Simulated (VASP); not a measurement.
**Sc: single point with PBE**

Sc:

```
CELL_PARAMETERS angstrom
0.00000 3.24368 3.24368
3.24368 0.00000 3.24368
3.24368 3.24368 0.00000
ATOMIC_POSITIONS crystal
Sc 0.12500 0.12500 0.12500
Sc 0.87500 0.87500 0.87500
```

This isn't the form of Sc at room conditions, which is hcp.

| Property | Result |
| --- | --- |
| Program | VASP 6.6.1 |
| Task | single point |
| Functional | PBE |
| Potentials or basis | VASP PAW PBE potentials, release 64 (Sc_sv) |
| Cutoff | 520 eV |
| k mesh | 9 × 9 × 9 |
| Occupations | fermi-dirac, width 0.05 eV |
| Spin | collinear spin |
| Starting moments | [1.0, 1.0] μB |
| Dipole correction | no |
| Further INCAR settings | ALGO = Normal; EDIFF = 1e-07; NBANDS = 22 |

The pressure is 0.0 GPa and the band gap on the k mesh is zero (filled and empty bands overlap). The net moment is 0.00 μB per cell and the valence electrons inside the program's atomic spheres are Sc 9.48.

Levels at points of the mesh, in eV from the Fermi level:
Spin up:
| k point | band 9 | band 10 | band 11 | band 12 | band 13 | band 14 |
| --- | --- | --- | --- | --- | --- | --- |
| (0.00, 0.00, 0.00) | -4.07 | 0.01 | 0.01 | 0.22 | 0.22 | 0.22 |
Spin down:
```
           k point  band 9  band 10  band 11  band 12  band 13  band 14
(0.00, 0.00, 0.00)   -4.07     0.01     0.01     0.22     0.22     0.22
```

Wall time 4 min on 1 thread of Intel Xeon 8259CL, with other jobs on the host, peak memory 0.27 GiB.
